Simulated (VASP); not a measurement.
## HfB2: single point with RPBE

HfB2:

```
Hf B
1.0
     3.14000    0.00000    0.00000
    -1.57000    2.71932    0.00000
     0.00000    0.00000    3.48000
Hf B
1 2
Direct
  0.00000 0.00000 0.00000
  0.33333 0.66667 0.50000
  0.66667 0.33333 0.50000
```

```yaml
Program: VASP 6.6.1
Task: single point
Functional: RPBE
Potentials_or_basis: VASP PAW PBE potentials, release 64 (Hf_pv, B)
Cutoff: 520 eV
k_mesh: 10 × 10 × 8
Occupations: methfessel-paxton, width 0.1 eV
Spin: no spin polarisation
```

```json
{
  "Pressure": "5.1 GPa",
  "Band gap on the k mesh": "zero (band 8 reaches 8.37 eV, above the bottom of band 9 at 7.54 eV)"
}
```

Stress tensor (GPa, compression positive):
```
4.91 0.00 0.00
0.00 4.91 0.00
0.00 0.00 5.50
```

Levels at points of the mesh, in eV from the Fermi level:
```
           k point  band 6  band 7  band 8  band 9  band 10  band 11
(0.00, 0.00, 0.00)   -2.76   -2.76   -2.67    4.18     4.18     4.82
(0.50, 0.00, 0.00)   -4.00   -3.31   -2.73    2.24     2.87     5.72
(0.00, 0.00, 0.50)   -1.06   -1.06    0.46    0.46     1.15     1.15
(0.50, 0.00, 0.50)   -4.83   -4.58   -2.57    4.09     4.32     6.41
```

Wall time 32 s on 1 thread of Intel Xeon 8259CL (shared host), peak memory 0.16 GiB.

Caveat: the PAW data sets were made with another functional, which shifts forces and pressure a little; spin-orbit coupling is left out, which moves the levels of the heavy elements.
